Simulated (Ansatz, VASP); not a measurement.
# Two plane-wave programs on VTeSe

```
V Te Se
1.0
     4.60545    0.00000    0.00000
    -2.30272    3.98843    0.00000
     0.00000    0.00000    3.56169
V Te Se
1 1 1
Direct
  0.33333 0.66667 0.50000
  0.66667 0.33333 0.50000
  0.00000 0.00000 0.00000
```

Change from the starting cell: species swapped into the BaAlSi type (P-6m2, No. 187).

Alike in both runs: functional PBE; k mesh 12 × 12 × 14; occupations gaussian, width 0.1 eV; collinear spin.

Ansatz relaxed the structure, and its values are those at the end. VASP's run is a single point on that final structure, the one shown.

```csv
,VASP,Ansatz
version,VASP 6.6.1,Ansatz 0.2.0
potentials or method,"VASP PAW PBE potentials, release 64 (V_sv, Te, Se), cutoff 520 eV","scalar-relativistic, plane waves, PAW"
valence electrons in the cell,25,45
```

```tsv
	VASP	Ansatz	Ansatz less VASP
gap on the k mesh at the Fermi level (eV)	none	none	-
pressure (GPa)	0.0	0.0	+0.02
net moment per atom (μB)	0.50	0.50	-0.002
size of the moment on the site where the two differ most (μB)	1.78	1.72	-0.060
```

Site moments also hang on the region over which each program counts them. A gap of «none» marks a metal or a gap that the smearing closes. VASP's potentials hold 25 valence electrons a cell and Ansatz's 45, so a difference there can come from the potentials and not from the codes.

Neither program's run includes spin-orbit coupling.
